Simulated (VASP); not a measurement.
# RbBr (P6_3/mmc) in VASP: a series of runs, part 2 of 2

VASP 6.6.1. The steps go on from the part before.

## 4. Single point, PBEsol

INCAR

```
SYSTEM = RbBr
ALGO = Normal ; EDIFF = 1E-7
ENCUT = 520 ; GGA = PS
ISIF = 2 ; ISMEAR = 0
LASPH = .TRUE. ; LCHARG = .TRUE.
LELF = .TRUE. ; LREAL = .FALSE.
LVHAR = .TRUE. ; LWAVE = .FALSE.
NBANDS = 24 ; NELM = 100
PREC = Accurate ; SIGMA = 0.01
```

KPOINTS

```
k-points
0
G
  6 6 4
  0 0 0
```

POSCAR

```
RbBr
1.0
    5.8901391669      0.0000000000      0.0000000000
   -2.9450695835      5.1010101504      0.0000000000
    0.0000000000      0.0000000000      6.8703324972
Rb Br
2 2
Direct
    0.3333333333      0.6666666667     -0.0625000000
    0.6666666667      0.3333333333      0.4375000000
    0.3333333333      0.6666666667      0.4375000000
    0.6666666667      0.3333333333      0.9375000000
```

Potentials or basis: VASP PAW PBE potentials, release 64 (Rb_sv, Br).

Command:

```bash
$ cat potpaw_PBE.64/Rb_sv/POTCAR potpaw_PBE.64/Br/POTCAR > POTCAR
$ mpirun -np 1 vasp_std > vasp.out
```

OUTCAR:

```text
SYSTEM = RbBr
   EDIFF = 1E-7
   ENCUT = 520
   GGA = PS
   ISIF = 2
   ISMEAR = 0
   LASPH = .TRUE.
   LREAL = .FALSE.
   NELM = 100
   PREC = Accurate

 ion  position               nearest neighbor table
   1  0.333  0.667  0.938-   4 3.40   4 3.40   4 3.40   3 3.44   3 3.44   2 4.83   2 4.83   2 4.83
                             2 4.83   2 4.83   2 4.83
   2  0.667  0.333  0.438-   3 3.40   3 3.40   3 3.40   4 3.44   4 3.44   1 4.83   1 4.83   1 4.83
                             1 4.83   1 4.83   1 4.83
   3  0.333  0.667  0.438-   2 3.40   2 3.40   2 3.40   1 3.44   1 3.44
   4  0.667  0.333  0.938-   1 3.40   1 3.40   1 3.40   2 3.44   2 3.44

  LATTYP: Found a hexagonal cell.
 ALAT       =     5.8901391669
 C/A-ratio  =     1.1664125927

  Lattice vectors:

 A1 = (   5.8901391669,   0.0000000000,   0.0000000000)
 A2 = (  -2.9450695835,   5.1010101504,   0.0000000000)
 A3 = (   0.0000000000,   0.0000000000,   6.8703324972)

Analysis of symmetry for initial positions (statically):
=====================================================================
 Subroutine PRICEL returns:
[... 173 lines left out ...]

 E-fermi :  -2.6009     XC(G=0):  -6.1946

 val. band max:       -2.6645607919   @ k =   0.0000   0.0000   0.0000
 cond. band min:       1.4039802635   @ k =   0.0000   0.0000   0.0000
 fundamental gap:      4.0685410553
 Fermi energy:        -2.6009283620

 k-point     1 :       0.0000    0.0000    0.0000
  band No.  band energies     occupation
      1     -27.2402      2.00000
      2     -27.2308      2.00000
      3     -14.7890      2.00000
      4     -14.7463      2.00000
      5     -11.4604      2.00000
      6     -11.4106      2.00000
[... 556 lines left out ...]
     23       5.3086      0.00000
     24       5.3086      0.00000

------------------------ aborting loop because EDIFF is reached ----------------------------------------

  FORCE on cell =-STRESS in cart. coord.  units (eV):
  Direction    XX          YY          ZZ          XY          YZ          ZX
  --------------------------------------------------------------------------------------
  -------------------------------------------------------------------------------------
  Total       -0.3977747     -0.3977747     -0.4866838      0.0000000      0.0000000      0.0000000
  in kB       -3.0873670     -3.0873670     -3.7774433      0.0000000      0.0000000      0.0000000
  external PRESSURE =      -3.3173924 kB  Pullay stress =       0.0000000 kB

 VOLUME and BASIS-vectors are now :
 -----------------------------------------------------------------------------
  energy-cutoff  :      520.00
  volume of cell :      206.42
      direct lattice vectors                 reciprocal lattice vectors
     5.890139167  0.000000000  0.000000000     0.169775276  0.098019801  0.000000000
    -2.945069584  5.101010150  0.000000000     0.000000000  0.196039602  0.000000000
     0.000000000  0.000000000  6.870332497     0.000000000  0.000000000  0.145553363

 POSITION                                       TOTAL-FORCE (eV/Angst)
 -----------------------------------------------------------------------------------
     -0.00000      3.40067      6.44094         0.000000     -0.000000     -0.000000
      2.94507      1.70034      3.00577        -0.000000      0.000000     -0.000000
     -0.00000      3.40067      3.00577        -0.000000      0.000000      0.000000
      2.94507      1.70034      6.44094         0.000000     -0.000000     -0.000000
 -----------------------------------------------------------------------------------
    total drift:                               -0.000000      0.000000     -0.000032

  FREE ENERGIE OF THE ION-ELECTRON SYSTEM (eV)
  ---------------------------------------------------
  free  energy   TOTEN  =       -12.5034588507 eV

  energy  without entropy=      -12.5034588507  energy(sigma->0) =      -12.50345885
```

OSZICAR:

```text
N       E                     dE             d eps       ncg     rms          rms(c)
DAV:   1     0.220708093406E+03    0.22071E+03   -0.12517E+04  1008   0.107E+03
DAV:   2     0.104532744299E+02   -0.21025E+03   -0.19894E+03  1320   0.215E+02
DAV:   3    -0.125726952053E+02   -0.23026E+02   -0.22928E+02  1648   0.724E+01
DAV:   4    -0.130883168676E+02   -0.51562E+00   -0.51498E+00  1344   0.118E+01
DAV:   5    -0.131110957380E+02   -0.22779E-01   -0.22778E-01  1520   0.165E+00    0.378E+00
DAV:   6    -0.125316848887E+02    0.57941E+00   -0.84166E-01  1184   0.312E+00    0.256E+00
DAV:   7    -0.124523706434E+02    0.79314E-01   -0.42129E-01  1224   0.224E+00    0.128E+00
DAV:   8    -0.124874141976E+02   -0.35044E-01   -0.53428E-02  1304   0.952E-01    0.197E-01
DAV:   9    -0.124999365448E+02   -0.12522E-01   -0.22067E-02  1104   0.501E-01    0.156E-01
DAV:  10    -0.125028120954E+02   -0.28756E-02   -0.40229E-03  1056   0.290E-01    0.341E-02
DAV:  11    -0.125032545815E+02   -0.44249E-03   -0.35949E-04  1248   0.845E-02    0.223E-02
DAV:  12    -0.125034515676E+02   -0.19699E-03   -0.18983E-04  1024   0.674E-02    0.678E-03
DAV:  13    -0.125034560825E+02   -0.45149E-05   -0.68944E-06  1608   0.991E-03    0.659E-03
DAV:  14    -0.125034585252E+02   -0.24427E-05   -0.56027E-06  1104   0.116E-02    0.120E-03
DAV:  15    -0.125034588662E+02   -0.34095E-06   -0.37343E-07  1080   0.321E-03    0.519E-04
DAV:  16    -0.125034588507E+02    0.15462E-07   -0.24154E-08   936   0.908E-04
   1 F= -.12503459E+02 E0= -.12503459E+02  d E =-.101884E-21
```

stdout:

```text
POSCAR found type information on POSCAR RbBr
 POSCAR found :  2 types and       4 ions
 scaLAPACK will be used
 -----------------------------------------------------------------------------
|                                                                             |
|                                                                             |
|     You enforced a specific xc type in the INCAR file but a different       |
|     I HOPE YOU KNOW WHAT YOU ARE DOING!                                     |
|                                                                             |
 -----------------------------------------------------------------------------

 LDA part: xc-table for (Slater+PW92), standard interpolation
 POSCAR, INCAR and KPOINTS ok, starting setup
 FFT: planning ... GRIDC
 FFT: planning ... GRID_SOFT
 FFT: planning ... GRID
 WAVECAR not read
 entering main loop
```

It took 73 s on 1 thread of Intel Xeon 6975P-C (Granite Rapids), shared host; peak memory 0.37 GiB.

What came out:

- Free energy: -12.5035 eV
- Pressure: -0.3 GPa
- Band gap on the k mesh: 4.07 eV

Caveat: the PAW data sets were made with another functional, which shifts forces and pressure a little. A k mesh can miss the band edges.

## 5. Single point, HSE06

POSCAR is that of step 4.

INCAR.step1

```
PREC = Accurate
ENCUT = 520
EDIFF = 1E-5
ISMEAR = 0
SIGMA = 0.5
LREAL = False
LASPH = True
NELM = 100
ALGO = Normal
ISIF = 2
LWAVE = True
LCHARG = False
GGA = PE
NBANDS = 24
```

INCAR.step2

```
PREC = Accurate
ENCUT = 520
EDIFF = 1E-6
ISMEAR = 0
SIGMA = 0.5
LREAL = False
LASPH = True
NELM = 100
ALGO = Normal
ISIF = 2
LWAVE = False
LCHARG = False
GGA = PE
LHFCALC = True
HFSCREEN = 0.2079
PRECFOCK = Normal
ISTART = 1
NBANDS = 24
```

KPOINTS

```
regular mesh
0
Gamma
  3 3 2
```

Potentials or basis: VASP PAW PBE potentials, release 64 (Rb_sv, Br).

Command:

```bash
$ cat potpaw_PBE.64/Rb_sv/POTCAR potpaw_PBE.64/Br/POTCAR > POTCAR
$ cp INCAR.step1 INCAR
$ mpirun -np 1 vasp_std > vasp.out
$ cp INCAR.step2 INCAR
$ mpirun -np 1 vasp_std > vasp.out
```

OUTCAR:

```text
PREC = Accurate
   ENCUT = 520
   EDIFF = 1E-6
   ISMEAR = 0
   LREAL = False
   LASPH = True
   NELM = 100
   ISIF = 2
   GGA = PE
   LHFCALC = True
   HFSCREEN = 0.2079
   PRECFOCK = Normal
   ISTART = 1

 ion  position               nearest neighbor table
   1  0.333  0.667  0.938-   4 3.40   4 3.40   4 3.40   3 3.44   3 3.44   2 4.83   2 4.83   2 4.83
                             2 4.83   2 4.83   2 4.83
   2  0.667  0.333  0.438-   3 3.40   3 3.40   3 3.40   4 3.44   4 3.44   1 4.83   1 4.83   1 4.83
                             1 4.83   1 4.83   1 4.83
   3  0.333  0.667  0.438-   2 3.40   2 3.40   2 3.40   1 3.44   1 3.44
   4  0.667  0.333  0.938-   1 3.40   1 3.40   1 3.40   2 3.44   2 3.44

  LATTYP: Found a hexagonal cell.
 ALAT       =     5.8901391669
 C/A-ratio  =     1.1664125927

  Lattice vectors:

 A1 = (   5.8901391669,   0.0000000000,   0.0000000000)
 A2 = (  -2.9450695835,   5.1010101504,   0.0000000000)
 A3 = (   0.0000000000,   0.0000000000,   6.8703324972)

Analysis of symmetry for initial positions (statically):
[... 165 lines left out ...]
  free energy    TOTEN  =       -13.96501090 eV

  energy without entropy =      -13.96501090  energy(sigma->0) =      -13.96501090

 E-fermi :  -1.2354     XC(G=0):  -5.1794

 val. band max:       -3.4499516358   @ k =   0.0000   0.0000   0.0000
 cond. band min:       1.7181455302   @ k =   0.0000   0.0000   0.0000
 fundamental gap:      5.1680971660
 Fermi energy:        -1.2354228881

 k-point     1 :       0.0000    0.0000    0.0000
  band No.  band energies     occupation
      1     -29.7538      2.00000
      2     -29.7436      2.00000
      3     -16.5788      2.00000
      4     -16.5300      2.00000
      5     -12.8075      2.00000
      6     -12.7527      2.00000
[... 151 lines left out ...]
     23       5.8490      0.00000
     24       5.8490      0.00000

------------------------ aborting loop because EDIFF is reached ----------------------------------------

  FORCE on cell =-STRESS in cart. coord.  units (eV):
  Direction    XX          YY          ZZ          XY          YZ          ZX
  --------------------------------------------------------------------------------------
  -------------------------------------------------------------------------------------
  Total        0.1657094      0.1657094      0.3762546     -0.0000000      0.0000000      0.0000000
  in kB        1.2861699      1.2861699      2.9203363     -0.0000000      0.0000000      0.0000000
  external PRESSURE =       1.8308920 kB  Pullay stress =       0.0000000 kB

 VOLUME and BASIS-vectors are now :
 -----------------------------------------------------------------------------
  energy-cutoff  :      520.00
  volume of cell :      206.42
      direct lattice vectors                 reciprocal lattice vectors
     5.890139167  0.000000000  0.000000000     0.169775276  0.098019801  0.000000000
    -2.945069584  5.101010150  0.000000000     0.000000000  0.196039602  0.000000000
     0.000000000  0.000000000  6.870332497     0.000000000  0.000000000  0.145553363

 POSITION                                       TOTAL-FORCE (eV/Angst)
 -----------------------------------------------------------------------------------
     -0.00000      3.40067      6.44094         0.000000     -0.000000      0.000000
      2.94507      1.70034      3.00577        -0.000000      0.000000      0.000000
     -0.00000      3.40067      3.00577        -0.000000     -0.000000      0.000000
      2.94507      1.70034      6.44094         0.000000      0.000000     -0.000000
 -----------------------------------------------------------------------------------
    total drift:                               -0.000008      0.000000     -0.000037

  FREE ENERGIE OF THE ION-ELECTRON SYSTEM (eV)
  ---------------------------------------------------
  free  energy   TOTEN  =       -13.9650108966 eV

  energy  without entropy=      -13.9650108965  energy(sigma->0) =      -13.96501090
```

OUTCAR.step1:

```text
PREC = Accurate
   ENCUT = 520
   EDIFF = 1E-5
   ISMEAR = 0
   LREAL = False
[... 375 lines left out ...]
     -0.00000      3.40067      6.44094         0.000000      0.000000     -0.000000
      2.94507      1.70034      3.00577        -0.000000     -0.000000      0.000000
     -0.00000      3.40067      3.00577        -0.000000      0.000000      0.000000
      2.94507      1.70034      6.44094         0.000000     -0.000000      0.000000
 -----------------------------------------------------------------------------------
    total drift:                               -0.000000      0.000000     -0.000024

  FREE ENERGIE OF THE ION-ELECTRON SYSTEM (eV)
  ---------------------------------------------------
  free  energy   TOTEN  =       -12.0512415722 eV

  energy  without entropy=      -12.0512415682  energy(sigma->0) =      -12.05124157
```

It took 8.6 min on 1 thread of Intel Xeon 6975P-C (Granite Rapids), shared host; peak memory 0.48 GiB.

What came out:

```yaml
Free_energy: -13.9650 eV
Pressure: 0.2 GPa
Band_gap_on_the_k_mesh: 5.17 eV
```

Stress tensor (GPa, compression positive):
```
0.13 0.00 0.00
0.00 0.13 0.00
0.00 0.00 0.29
```

Caveat: the k points lie up to 0.46 Å⁻¹ apart; the PAW data sets were made with another functional, which shifts forces and pressure a little.

## 6. The runs side by side

```csv
level,k mesh,smearing,grid for exact exchange (PRECFOCK),share of exact exchange,screening parameter,gap on the mesh (eV),pressure (GPa)
PBEsol,6 × 6 × 4,gaussian 0.01 eV,-,-,-,4.07,-0.3
HSE06,3 × 3 × 2,gaussian 0.01 eV,Normal,0.25,0.2079 1/Å,5.17,0.2
HSE06,3 × 3 × 2,gaussian 0.5 eV,Normal,0.25,0.2079 1/Å,5.17,0.2
```

Alike in all rows: task single point; potentials or basis VASP PAW PBE potentials, release 64 (Rb_sv, Br); no spin polarisation; cell as given; cutoff (eV) 520.

Caveats: some runs use coarse meshes; the PAW data sets were made with another functional, which shifts forces and pressure a little.

Total energies depend on the potentials used, so only differences within one code and one set of settings carry meaning.
